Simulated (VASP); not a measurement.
Here is a VASP 6.6.1 calculation.

File INCAR:

```
SYSTEM = PbS
ALGO = Normal ; EDIFF = 1E-8
ENCUT = 600 ; GGA = PE
IBRION = 6 ; ISIF = 3
ISMEAR = 0 ; LASPH = .TRUE.
LCHARG = .FALSE. ; LREAL = .FALSE.
LWAVE = .FALSE. ; NBANDS = 17
NELM = 80 ; NFREE = 2
NSW = 1 ; POTIM = 0.015
PREC = Accurate ; SIGMA = 0.01
```

KPOINTS

```
k-points
0
G
  10 10 10
  0 0 0
```

The input POSCAR:

```
PbS
1.0
    0.0000000000      3.0040000000      3.0040000000
    3.0040000000      0.0000000000      3.0040000000
    3.0040000000      3.0040000000      0.0000000000
Pb S
1 1
Direct
    0.0000000000      0.0000000000      0.0000000000
    0.5000000000      0.5000000000      0.5000000000
```

Potentials or basis: VASP PAW PBE potentials, release 64 (Pb_d, S).

The run is started by

```console
$ cat potpaw_PBE.64/Pb_d/POTCAR potpaw_PBE.64/S/POTCAR > POTCAR
$ mpirun -np 1 vasp_std > vasp.out
```

Problem. What does it give for the elastic constants C11, C12, C44?

Solution. 126, 17, 20 GPa.

Problem. Estimate the Voigt bulk modulus.

Solution. 53 GPa.

Problem. What does it give for the highest phonon frequency at Γ, LO-TO splitting left out?

Solution. 42 cm⁻¹.

Clamped-ion elastic tensor (GPa):
```
126  17  17   0   0   0
 17 126  17   0   0   0
 17  17 126   0   0   0
  0   0   0  20   0   0
  0   0   0   0  20   0
  0   0   0   0   0  20
```
